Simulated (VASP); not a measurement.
# TiO2 in VASP: further runs

TiO2 is run at these levels: PBEsol, PBE, RPBE+D3(BJ); tasks: single point.

Everything below comes from runs of VASP 6.6.1. Logs are shortened: lines on timing, memory, paths and dates and some standing lists are left out, and cuts for length are marked.

### Step 1. The cell of the first run

The typed cell holds 12 atoms: a = 5.518 Å, b = 5.518 Å, c = 5.518 Å, α = 114.80°, β = 106.87°, γ = 106.87°.

### Step 2. Single point, PBEsol (atoms moved at random)

INCAR

```
PREC = Accurate
ENCUT = 520
EDIFF = 1E-6
ISMEAR = -1
SIGMA = 0.05
LREAL = F
LASPH = T
NELM = 80
ALGO = Normal
ISIF = 2
LWAVE = F
LCHARG = F
GGA = PS
NBANDS = 60
```

KPOINTS

```
regular mesh
0
Gamma
  6 6 6
```

POSCAR

```
TiO2
1.0
   -2.9731600000      3.2873690000      3.2874020000
    2.9731600000     -3.2873690000      3.2874020000
    2.9731600000      3.2873690000     -3.2874020000
Ti O
4 8
Direct
   -0.0062520000      0.5008980000     -0.0000320000
   -0.0004040000     -0.0083600000      0.4921620000
    0.4943290000      0.2473620000      0.2517750000
    0.5061330000      0.7619440000      0.7493500000
    0.7007200000      0.6979330000      0.5034820000
    0.7025030000      0.1921400000      1.0143960000
    0.8011970000      0.7489400000      0.0497850000
    0.1908140000      0.7492050000      0.4416850000
    0.8009580000      0.2416870000      0.5527230000
    0.3001900000      0.8054940000      0.0149260000
    0.1966190000      0.2549930000      0.9537880000
    0.3039640000      0.3096250000      0.5000910000
```

Potentials or basis: VASP PAW PBE potentials, release 64 (Ti_sv, O).

Started as:

```bash
cat potpaw_PBE.64/Ti_sv/POTCAR potpaw_PBE.64/O/POTCAR > POTCAR
mpirun -np 1 vasp_std > vasp.out
```

OUTCAR:

```text
PREC = Accurate
   ENCUT = 520
   EDIFF = 1E-6
   ISMEAR = -1
   LREAL = F
   LASPH = T
   NELM = 80
   ISIF = 2
   GGA = PS

 ion  position               nearest neighbor table
   1  0.994  0.501  1.000-   7 1.94   8 1.95  10 1.96   9 1.97  11 1.98   6 2.02   2 2.91
   2  1.000  0.992  0.492-   8 1.91   7 1.95   9 1.98   5 1.99  12 2.02  11 2.04   1 2.91
   3  0.494  0.247  0.252-  12 1.94  10 1.95   6 1.97  11 1.98   5 1.99   9 2.02
   4  0.506  0.762  0.749-   6 1.90   5 1.94  12 1.99   7 2.00   8 2.01  10 2.08
   5  0.701  0.698  0.503-   4 1.94   2 1.99   3 1.99
   6  0.703  0.192  0.014-   4 1.90   3 1.97   1 2.02
   7  0.801  0.749  0.050-   1 1.94   2 1.95   4 2.00
   8  0.191  0.749  0.442-   2 1.91   1 1.95   4 2.01
   9  0.801  0.242  0.553-   1 1.97   2 1.98   3 2.02
  10  0.300  0.805  0.015-   3 1.95   1 1.96   4 2.08
  11  0.197  0.255  0.954-   1 1.98   3 1.98   2 2.04
  12  0.304  0.310  0.500-   3 1.94   4 1.99   2 2.02

  LATTYP: Found a body centered orthorhombic cell.
 ALAT       =     5.9463200000
 B/A-ratio  =     1.1056818335
 C/A-ratio  =     1.1056929328

  Lattice vectors:

 A1 = (  -2.9731600000,   3.2873690000,   3.2874020000)
 A2 = (   2.9731600000,  -3.2873690000,   3.2874020000)
 A3 = (   2.9731600000,   3.2873690000,  -3.2874020000)

Analysis of symmetry for initial positions (statically):
=====================================================================
 Subroutine PRICEL returns:
 Original cell was already a primitive cell.

 Routine SETGRP: Setting up the symmetry group for a
 body centered orthorhombic supercell.

 Subroutine GETGRP returns: Found  1 space group operations
 (whereof  1 operations were pure point group operations)
 out of a pool of  8 trial point group operations.

The static configuration has the point symmetry C_1 .

Analysis of symmetry for dynamics (positions and initial velocities):
=====================================================================
 Subroutine PRICEL returns:
 Original cell was already a primitive cell.

 Routine SETGRP: Setting up the symmetry group for a
 body centered orthorhombic supercell.

 Subroutine GETGRP returns: Found  1 space group operations
 (whereof  1 operations were pure point group operations)
 out of a pool of  8 trial point group operations.

The dynamic configuration has the point symmetry C_1 .

 Subroutine INISYM returns: Found  1 space group operations
 (whereof  1 operations are pure point group operations),
 and found     1 'primitive' translations

----------------------------------------------------------------------------------------

                                     Primitive cell

  volume of cell :     128.5226

  direct lattice vectors                    reciprocal lattice vectors
    -2.973160000  3.287369000  3.287402000     0.000000000  0.152097316  0.152095789
     2.973160000 -3.287369000  3.287402000     0.168171239  0.000000000  0.152095789
     2.973160000  3.287369000 -3.287402000     0.168171239  0.152097316  0.000000000

  length of vectors
     5.518467834  5.518467834  5.518467834     0.215097007  0.226748086  0.226749110

  position of ions in fractional coordinates (direct lattice)
     0.993748000  0.500898000  0.999968000
     0.999596000  0.991640000  0.492162000
     0.494329000  0.247362000  0.251775000
     0.506133000  0.761944000  0.749350000
     0.700720000  0.697933000  0.503482000
     0.702503000  0.192140000  0.014396000
     0.801197000  0.748940000  0.049785000
     0.190814000  0.749205000  0.441685000
     0.800958000  0.241687000  0.552723000
     0.300190000  0.805494000  0.014926000
     0.196619000  0.254993000  0.953788000
     0.303964000  0.309625000  0.500091000

  ion indices of the primitive-cell ions
   primitive index   ion index
                 1           1
                 2           2
                 3           3
                 4           4
                 5           5
                 6           6
                 7           7
                 8           8
                 9           9
                10          10
                11          11
                12          12

----------------------------------------------------------------------------------------

 KPOINTS: regular mesh

Automatic generation of k-mesh.
 Grid dimensions read from file:
 generate k-points for:    6    6    6

 Generating k-lattice:

  Cartesian coordinates                     Fractional coordinates (reciprocal lattice)
     0.000000000  0.025349553  0.025349298     0.166666667  0.000000000  0.000000000
     0.028028540  0.000000000  0.025349298     0.000000000  0.166666667  0.000000000
     0.028028540  0.025349553  0.000000000     0.000000000  0.000000000  0.166666667

  Length of vectors
     0.035849501  0.037791348  0.037791518

  Shift w.r.t. Gamma in fractional coordinates (k-lattice)
     0.000000000  0.000000000  0.000000000

 Subroutine IBZKPT returns following result:
 ===========================================

 Found    112 irreducible k-points:

 Following reciprocal coordinates:
            Coordinates               Weight
  0.000000  0.000000  0.000000      1.000000
  0.166667  0.000000  0.000000      2.000000
  0.333333  0.000000  0.000000      2.000000
  0.500000  0.000000 -0.000000      1.000000
 -0.000000  0.166667  0.000000      2.000000
  0.166667 -0.166667  0.000000      2.000000
[... 16 lines left out ...]
  0.166667 -0.000000  0.166667      2.000000
  0.333333 -0.000000 -0.166667      2.000000
 [... further k-points ...]
   k-points           NKPTS =    112   k-points in BZ     NKDIM =    112   number of bands    NBANDS=     60
   number of dos      NEDOS =    301   number of ions     NIONS =     12
   total plane-waves  NPLWV =  74088
   dimension x,y,z NGX =    42 NGY =   42 NGZ =   42
   dimension x,y,z NGXF=    84 NGYF=   84 NGZF=   84
   ions per type =               4   8
   NGX,Y,Z   is equivalent  to a cutoff of  12.65, 12.65, 12.65 a.u.
   NGXF,Y,Z  is equivalent  to a cutoff of  25.31, 25.31, 25.31 a.u.
 SYSTEM =  unknown system
   PREC   = accura    normal or accurate (medium, high low for compatibility)
   ISTART =      0    job   : 0-new  1-cont  2-samecut
   ICHARG =      2    charge: 1-file 2-atom 10-const
   ISPIN  =      1    spin polarized calculation?
   LNONCOLLINEAR =      F non collinear calculations
   LSORBIT =      F    spin-orbit coupling
   LASPH  =      T    aspherical Exc in radial PAW
   ENCUT  =  520.0 eV  38.22 Ry    6.18 a.u.  10.26 10.26 10.26*2*pi/ulx,y,z
   NELM   =     80;   NELMIN=  2; NELMDL= -5     # of ELM steps
   EDIFF  = 0.1E-05   stopping-criterion for ELM
   LREAL  =      F    real-space projection
   EDIFFG = 0.1E-04   stopping-criterion for IOM
   NSW    =      0    number of steps for IOM
   IBRION =     -1    ionic relax: 0-MD 1-quasi-New 2-CG
   NFREE  =      0    steps in history (QN), initial steepest desc. (CG)
   ISIF   =      2    stress and relaxation
   ISYM   =      2    0-nonsym 1-usesym 2-fastsym
   POTIM  = 0.5000    time-step for ionic-motion
   TEBEG  =    0.0;   TEEND  =   0.0 temperature during run
   PSTRESS=    0.0 pullay stress
   NELECT =      96.0000    total number of electrons
   NUPDOWN=      -1.0000    fix difference up-down
   EMIN   =  10.00;   EMAX   =-10.00  energy-range for DOS
   EFERMI =   0.00;   METHOD = LEGACY
   ISMEAR =    -1;   SIGMA  =   0.05  broadening in eV -4-tet -1-fermi 0-gaus
   EFERMI_NEDOS =   21; number of points for ismear=-14 and -15
   IALGO  =     38    algorithm
   IMIX   =      4    mixing-type and parameters
     AMIX     =   0.40;   BMIX     =  1.00
     AMIX_MAG =   1.60;   BMIX_MAG =  1.00
  volume/ion in A,a.u.               =      10.71        72.28
  Fermi-wavevector in a.u.,A,eV,Ry     =   1.485384  2.806969 30.019425  2.206365
  Thomas-Fermi vector in A             =   2.598802
   LORBIT       =      0    0 simple, 1 ext, 2 COOP (PROOUT), +10 PAW based schemes
   GGA     = PS    functional components
   LHFCALC =     F    Hartree Fock is set to
   AEXX    =    0.0000 exact exchange contribution
   IVDW    =     0    specifies the selected vdW correction
   LEPSILON=     F    determine dielectric tensor
   LRPA    =     F    only Hartree local field effects (RPA)
 non-spin polarized calculation
  energy-cutoff  :      520.00
  volume of cell :      128.52
 maximum number of plane-waves:      3480
 NGX is ok and might be reduce to    42
   NGX = 21   NGY = 21   NGZ = 21

 number of electron      95.9999998 magnetization

 Free energy of the ion-electron system (eV)
  ---------------------------------------------------
  ext. energy  EPLUGINS =         0.00000000
  ---------------------------------------------------
  free energy    TOTEN  =      -111.95281080 eV

  energy without entropy =     -111.95281080  energy(sigma->0) =     -111.95281080

 E-fermi :   5.3015     XC(G=0): -11.5453

 val. band max:        4.4723215121   @ k =   0.0000   0.0000   0.0000
 cond. band min:       6.1933979377   @ k =   0.0000   0.0000   0.0000
 fundamental gap:      1.7210764256
 Fermi energy:         5.3014651551

 k-point     1 :       0.0000    0.0000    0.0000
  band No.  band energies     occupation
      1     -52.4065      2.00000
      2     -52.3189      2.00000
      3     -52.2363      2.00000
      4     -52.1796      2.00000
      5     -28.9594      2.00000
      6     -28.9345      2.00000
[... 52 lines left out ...]
     59       7.5908      0.00000
     60       8.6242      0.00000

 k-point     2 :       0.1667    0.0000    0.0000
  band No.  band energies     occupation
      1     -52.4064      2.00000
      2     -52.3190      2.00000
      3     -52.2363      2.00000
      4     -52.1796      2.00000
      5     -28.9616      2.00000
      6     -28.9374      2.00000
[... 52 lines left out ...]
     59       7.7938      0.00000
     60       8.6858      0.00000

 k-point     3 :       0.3333    0.0000    0.0000
  band No.  band energies     occupation
      1     -52.4062      2.00000
      2     -52.3190      2.00000
      3     -52.2363      2.00000
      4     -52.1797      2.00000
      5     -28.9659      2.00000
      6     -28.9431      2.00000
[... 1312 lines left out ...]
     59       8.0584      0.00000
     60       8.4885      0.00000

 k-point    24 :       0.3333   -0.0000   -0.1667
  band No.  band energies     occupation
      1     -52.4059      2.00000
      2     -52.3179      2.00000
      3     -52.2374      2.00000
      4     -52.1801      2.00000
      5     -28.9409      2.00000
      6     -28.9121      2.00000
[... 52 lines left out ...]
     59       8.0452      0.00000
     60       8.4931      0.00000

 [... further k-points ...]

------------------------ aborting loop because EDIFF is reached ----------------------------------------

  FORCE on cell =-STRESS in cart. coord.  units (eV):
  Direction    XX          YY          ZZ          XY          YZ          ZX
  --------------------------------------------------------------------------------------
  -------------------------------------------------------------------------------------
  Total       -6.3734609     -5.6131368     -5.4919919     -0.3400010     -0.1988705      0.2054614
  in kB      -79.4522795    -69.9739946    -68.4637883     -4.2384904     -2.4791415      2.5613045
  external PRESSURE =     -72.6300208 kB  Pullay stress =       0.0000000 kB

 VOLUME and BASIS-vectors are now :
 -----------------------------------------------------------------------------
  energy-cutoff  :      520.00
  volume of cell :      128.52
      direct lattice vectors                 reciprocal lattice vectors
    -2.973160000  3.287369000  3.287402000     0.000000000  0.152097316  0.152095789
     2.973160000 -3.287369000  3.287402000     0.168171239  0.000000000  0.152095789
     2.973160000  3.287369000 -3.287402000     0.168171239  0.152097316  0.000000000

 POSITION                                       TOTAL-FORCE (eV/Angst)
 -----------------------------------------------------------------------------------
      1.50774      4.90744      1.62621        -1.298046      0.017076      0.467358
      1.43962      1.64407      4.92806         1.260079     -0.169735      0.223595
      0.01429      1.63955      1.61055         0.011055     -0.100647     -0.441763
      2.98850      1.62244      1.70526        -0.239788      0.175522     -0.397503
      1.48865      1.66429      2.94279         0.292300     -0.054425     -0.350410
     -1.47459      1.72508      2.89373        -0.091336     -0.498021      0.009113
     -0.00735      0.33545      4.93226         0.179600      0.306765     -0.216192
      2.97339     -0.38366      1.63822         0.236549      0.440576     -0.015721
     -0.01947      3.65553      1.61057         0.335443      0.247010      0.020782
      1.54673     -1.61205      3.58576        -0.434011     -0.292288      0.740307
      3.00932      2.94356     -1.65085        -0.384133     -0.220956      0.068173
      1.50368      1.62537      0.37311         0.132288      0.149125     -0.107738
 -----------------------------------------------------------------------------------
    total drift:                                0.000695      0.000847     -0.000435

  FREE ENERGIE OF THE ION-ELECTRON SYSTEM (eV)
  ---------------------------------------------------
  free  energy   TOTEN  =      -111.9528108025 eV

  energy  without entropy=     -111.9528107990  energy(sigma->0) =     -111.95281080
```

It took 15 min on 1 thread of Intel Xeon 6975P-C (Granite Rapids), shared host; peak memory 0.67 GiB.

Results:

- Free energy: -111.9528 eV
- Pressure: -7.3 GPa
- Largest force: 1.380 eV/Å
- Band gap on the k mesh: 1.72 eV

Forces on the atoms (eV/Å):
```
Ti  -1.298  0.017  0.467
Ti   1.260 -0.170  0.224
Ti   0.011 -0.101 -0.442
Ti  -0.240  0.176 -0.398
O    0.292 -0.054 -0.350
O   -0.091 -0.498  0.009
O    0.180  0.307 -0.216
O    0.237  0.441 -0.016
O    0.335  0.247  0.021
O   -0.434 -0.292  0.740
O   -0.384 -0.221  0.068
O    0.132  0.149 -0.108
```

Caveat: the cell differs from its parent crystal (atoms moved at random); the PAW data sets were made with another functional, which shifts forces and pressure a little. A k mesh can miss the band edges.

### Step 3. Single point, PBE (atoms moved at random)

INCAR

```
  ALGO = Normal
  EDIFF = 1E-6
  ENCUT = 520
  GGA = PE
  ISIF = 2
  ISMEAR = -1
  LASPH = T
  LCHARG = T
  LELF = T
  LREAL = F
  LVHAR = T
  LWAVE = F
  NBANDS = 60
  NELM = 60
  PREC = Accurate
  SIGMA = 0.05
```

KPOINTS

```
k-points
0
Gamma
  6 6 6
```

POSCAR is that of step 2.

Potentials or basis: VASP PAW PBE potentials, release 64 (Ti_sv, O).

Started as:

```bash
cat potpaw_PBE.64/Ti_sv/POTCAR potpaw_PBE.64/O/POTCAR > POTCAR
mpirun -np 1 vasp_std > vasp.out
```

Wall time 23 min (1 thread of Intel Xeon Platinum 8259CL at 2.50GHz (Skylake/Cascade Lake), shared host); peak memory 0.68 GiB.

Results (log left out):

```
Free energy            : -107.2014 eV
Pressure               : -0.5 GPa
Largest force          : 1.402 eV/Å
Band gap on the k mesh : 1.75 eV
```

Forces in eV/Å, atoms in the order of the input:
```
Ti  -1.327  0.004  0.453
Ti   1.298 -0.167  0.239
Ti   0.012 -0.101 -0.438
Ti  -0.230  0.161 -0.424
O    0.283 -0.049 -0.289
O   -0.076 -0.497  0.094
O    0.179  0.231 -0.229
O    0.242  0.542 -0.020
O    0.344  0.189  0.017
O   -0.473 -0.294  0.708
O   -0.407 -0.173  0.077
O    0.155  0.153 -0.188
```

Stress tensor (GPa, compression positive):
```
-0.42 -0.46  0.29
-0.46 -0.64 -0.24
 0.29 -0.24 -0.50
```

Levels at points of the mesh, in eV from the valence-band top:
```tsv
k point	band 46	band 47	band 48	band 49	band 50	band 51
(0.00, 0.00, 0.00)	-0.50	-0.45	0.00	1.75	2.01	2.22
(0.50, 0.00, 0.00)	-1.02	-0.76	-0.64	1.79	1.82	2.35
(0.00, 0.50, 0.00)	-1.11	-0.73	-0.58	2.05	2.22	2.36
(0.50, 0.50, 0.00)	-1.17	-0.67	-0.58	2.06	2.22	2.45
(0.00, 0.00, 0.50)	-1.20	-0.71	-0.57	2.06	2.25	2.45
(0.50, 0.00, 0.50)	-1.03	-0.83	-0.48	2.14	2.16	2.36
(0.00, 0.50, 0.50)	-1.04	-0.77	-0.67	1.80	1.83	2.35
(0.50, 0.50, 0.50)	-1.27	-1.11	-1.08	1.78	1.79	2.37
```

Caveat: the cell differs from its parent crystal (atoms moved at random); forces of over 1 eV/Å act on the atoms, so gaps and moduli don't describe the material at rest.

### Step 4. Single point, RPBE+D3(BJ)

This run uses another cell than the first one, of 9.96 Å³/atom, 0.930 times its volume.

INCAR

```
PREC = Accurate
ENCUT = 520
EDIFF = 1E-7
ISMEAR = -1
SIGMA = 0.05
LREAL = F
LASPH = T
NELM = 100
ALGO = Normal
ISIF = 2
LWAVE = F
LCHARG = F
GGA = RP
IVDW = 12
NBANDS = 60
```

KPOINTS

```
regular mesh
0
Gamma
  6 6 6
```

POSCAR

```
TiO2
1.0
   -2.9328144970      3.1912753491      3.1909592661
    2.9328144970     -3.1912753491      3.1909592661
    2.9328144970      3.1912753491     -3.1909592661
Ti O
4 8
Direct
    0.0000000000      0.5000000000      0.0000000000
    0.0000000000      0.0000000000      0.5000000000
    0.4950217668      0.2450217668      0.2500000000
    0.5049782332      0.7549782332      0.7500000000
    0.6972199294      0.6946982440      0.4974783146
    0.6972199294      0.1997416148      1.0025216854
    0.8048613732      0.7521023656      0.0527590076
    0.1993433580      0.7521023656      0.4472409924
    0.8006566420      0.2478976344      0.5527590076
    0.3027800706      0.8002583852     -0.0025216854
    0.1951386268      0.2478976344      0.9472409924
    0.3027800706      0.3053017560      0.5025216854
```

Started as:

```bash
cat potpaw_PBE.64/Ti_sv/POTCAR potpaw_PBE.64/O/POTCAR > POTCAR
mpirun -np 1 vasp_std > vasp.out
```

Wall time 6 min (1 thread of AMD EPYC 7R43 (Zen 3), shared host); peak memory 0.34 GiB.

The run converged. Its results:

```
Free energy                : -114.5292 eV
Pressure                   : 0.6 GPa
Largest force              : 0.019 eV/Å
Band gap on the k mesh     : 1.92 eV
Dispersion energy per atom : -1.072 eV
```

Forces on the atoms (eV/Å):
```
Ti   0.000  0.000  0.000
Ti   0.000  0.000  0.000
Ti   0.000  0.000  0.001
Ti   0.000  0.000 -0.001
O   -0.003  0.000  0.019
O    0.003  0.000  0.019
O    0.000 -0.019  0.001
O    0.000  0.019  0.001
O    0.000 -0.019 -0.001
O   -0.003  0.000 -0.019
O    0.000  0.019 -0.001
O    0.003  0.000 -0.019
```

Stress tensor (GPa, compression positive):
```
0.77 0.00 0.00
0.00 0.57 0.00
0.00 0.00 0.57
```

Levels at points of the mesh, in eV from the valence-band top:
| k point | band 46 | band 47 | band 48 | band 49 | band 50 | band 51 |
| --- | --- | --- | --- | --- | --- | --- |
| (0.00, 0.00, 0.00) | -0.49 | -0.49 | 0.00 | 1.92 | 2.23 | 2.45 |
| (0.50, 0.00, 0.00) | -1.13 | -0.80 | -0.80 | 1.99 | 1.99 | 2.64 |
| (0.00, 0.50, 0.00) | -1.26 | -0.71 | -0.70 | 2.33 | 2.34 | 2.72 |
| (0.50, 0.50, 0.00) | -1.27 | -0.71 | -0.71 | 2.33 | 2.33 | 2.73 |
| (0.50, 0.50, 0.50) | -1.40 | -1.13 | -1.12 | 1.96 | 1.97 | 2.60 |

Caveat: the PAW data sets were made with another functional, which shifts forces and pressure a little.

### Step 5. Overview

| level | cell | gap on the mesh (eV) | pressure (GPa) | largest force (eV/Å) |
| --- | --- | --- | --- | --- |
| PBEsol | a = 5.518 Å, angles 114.8, 106.9, 106.9°, 12 atoms | 1.72 | -7.3 | 1.38 |
| PBE | a = 5.518 Å, angles 114.8, 106.9, 106.9°, 12 atoms | 1.75 | -0.5 | 1.40 |
| RPBE+D3(BJ) | a = 5.382 Å, angles 114.0, 107.3, 107.3°, 12 atoms | 1.92 | 0.6 | 0.02 |

Alike in all rows: task single point; potentials or basis VASP PAW PBE potentials, release 64 (Ti_sv, O); no spin polarisation; k mesh 6 × 6 × 6; cutoff (eV) 520; smearing fermi-dirac 0.05 eV.

Caveats: the PAW data sets were made with another functional, which shifts forces and pressure a little (some runs); forces of over 1 eV/Å act on the atoms, so gaps and moduli don't describe the material at rest (some runs).

Total energies depend on the potentials used, so only differences within one code and one set of settings carry meaning.
